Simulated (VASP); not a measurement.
KCl:

```
CELL_PARAMETERS angstrom
0.00000 3.14485 3.14485
3.08793 0.00000 3.14485
3.08793 3.14485 0.00000
ATOMIC_POSITIONS crystal
K 0.00000 0.00000 0.00000
Cl 0.50000 0.50000 0.50000
```

This cell differs from its parent crystal: uniaxial x strain -1.8%.

Base run:

| Quantity | Value |
| --- | --- |
| Program | VASP 6.6.1 |
| Functional | r2SCAN |
| Potentials or basis | VASP PAW PBE potentials, release 64 (K_sv, Cl) |
| Cutoff | 520 eV |
| k mesh | 8 × 8 × 8 |
| Occupations | gaussian, width 0.01 eV |
| Spin | no spin polarisation |

Its results: band gap on the k mesh 5.89 eV, direct; pressure 0.4 GPa.

Question: The run is repeated on the same cell with these changes: functional from r2SCAN to PBE; occupations from gaussian, width 0.01 eV to fermi-dirac, width 0.02 eV. What comes out?

Answer: Band gap on the k mesh 5.25 eV, direct; pressure 1.2 GPa.

Caveats: the PAW data sets were made with another functional, which shifts forces and pressure a little (some runs).

A k mesh can miss the band edges.
